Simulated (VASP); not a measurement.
Wanted: the native input for a VASP 6.6.1 run.

| Item | Value |
| --- | --- |
| Task | single point |
| Functional | LDA |
| Potentials or basis | VASP PAW LDA potentials, release 64 (Fe_sv, O) |
| Cutoff | 700 eV |
| k mesh | 8 × 8 × 8 |
| Occupations | gaussian, width 0.05 eV |
| Spin | collinear spin, ferromagnetic start |
| Starting moments | [4.0, 0.0] μB |
| Hubbard terms | Fe d U = 5.0 eV, J = 0.9 eV |
| Dipole correction | no |
| LDAUTYPE | 1 |
| Hund's J | 0.9 |
| Further INCAR settings | ALGO = Normal; EDIFF = 1e-06; NBANDS = 22 |

The structure of FeO lies in POSCAR:

```
FeO
1.0
    0.0000000000      2.1554001600      2.1554001600
    2.1554001600      0.0000000000      2.1554001600
    2.1554001600      2.1554001600      0.0000000000
Fe O
1 1
Direct
    0.0000000000      0.0000000000      0.0000000000
    0.5000000000      0.5000000000      0.5000000000
```

One way to write it, as run:

INCAR

```
ALGO = Normal
EDIFF = 1E-6
ENCUT = 700
GGA = CA
GGA_COMPAT = F
ISIF = 2
ISMEAR = 0
ISPIN = 2
LASPH = T
LCHARG = F
LDAU = T
LDAUJ = 0.9 0
LDAUL = 2 -1
LDAUPRINT = 1
LDAUTYPE = 1
LDAUU = 5 0
LMAXMIX = 4
LORBIT = 11
LREAL = F
LWAVE = F
MAGMOM = 4 0
NBANDS = 22
NELM = 200
PREC = Accurate
SIGMA = 0.05
```

KPOINTS

```
k-points
0
Gamma
  8 8 8
```

Potentials or basis: VASP PAW LDA potentials, release 64 (Fe_sv, O).

Run with:

```sh
$ cat potpaw_LDA.64/Fe_sv/POTCAR potpaw_LDA.64/O/POTCAR > POTCAR
$ mpirun -np 1 vasp_std > vasp.out
```

It gave:

| Quantity | Value |
| --- | --- |
| Pressure | -15.1 GPa |
| Band gap on the k mesh | zero (filled and empty bands overlap) |
| Net moment | 4.00 μB per cell |
| Site moments | Fe +3.62; O +0.23 μB |
| Valence electrons inside the program's atomic spheres | Fe 13.61; O 4.98 |

Caveat: the cell stands under tension; a cell with one magnetic atom can't hold antiferromagnetic order, which such compounds often take.

Wall time 24 s on 1 thread of AMD EPYC 9R45 96-Core Processor (Zen 5), on a shared host, peak memory 0.13 GiB.
